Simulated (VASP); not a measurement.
A run of VASP 6.6.1 is set up as follows.

File INCAR:

```
PREC = Accurate ; ENCUT = 600
EDIFF = 1E-6 ; ISMEAR = 0
SIGMA = 0.2 ; LREAL = F
LASPH = T ; NELM = 80
ALGO = Normal ; ISIF = 3
LWAVE = F ; LCHARG = F
GGA = PE ; IBRION = 2
NSW = 36 ; EDIFFG = -0.08
```

KPOINTS

```
Automatic mesh
0
Gamma
  5 5 5
```

POSCAR

```
Be5Te2
1.0
    1.9500000000      1.1258330200      7.6666666700
   -1.9500000000      1.1258330200      7.6666666700
    0.0000000000     -2.2516660500      7.6666666700
Be Te
5 2
Direct
    0.3330000000      0.3330000000      0.3330000000
    0.6670000000      0.6670000000      0.6670000000
    0.5000000000      0.5000000000      0.5000000000
    0.8140000000      0.8140000000      0.8140000000
    0.1860000000      0.1860000000      0.1860000000
    0.0750000000      0.0750000000      0.0750000000
    0.9250000000      0.9250000000      0.9250000000
```

Potentials or basis: VASP PAW PBE potentials, release 64 (Be, Te).

Launch:

```sh
$ cat potpaw_PBE.64/Be/POTCAR potpaw_PBE.64/Te/POTCAR > POTCAR
$ mpirun -np 1 vasp_std > vasp.out
```

Q: Predict the relaxed cell.

A: a = 9.903 Å, b = 9.903 Å, c = 9.903 Å, α = 22.46°, β = 22.46°, γ = 22.46°.

Q: Estimate the band gap on the k mesh.

A: Zero (band 11 reaches 7.19 eV, above the bottom of band 12 at 4.99 eV).

Q: What does it give for the space group after relaxing (to 0.05 Å)?

A: R-3m (No. 166).

Q: Estimate the relaxed volume.

A: 17.77 Å³/atom.

Forces on the atoms (eV/Å):
```
Be   0.000  0.000  0.026
Be   0.000  0.000 -0.026
Be   0.000  0.000  0.000
Be   0.000  0.000 -0.003
Be   0.000  0.000  0.003
Te   0.000  0.000  0.066
Te   0.000  0.000 -0.066
```

Caveat: the k points lie up to 0.38 Å⁻¹ apart in the final cell; the volume moved by over 15 % at a fixed basis, so the end points are rough; spin-orbit coupling is left out, which moves the levels of the heavy elements; the relaxation stopped at a loose force limit of 0.08 eV/Å, so its end isn't a converged minimum.
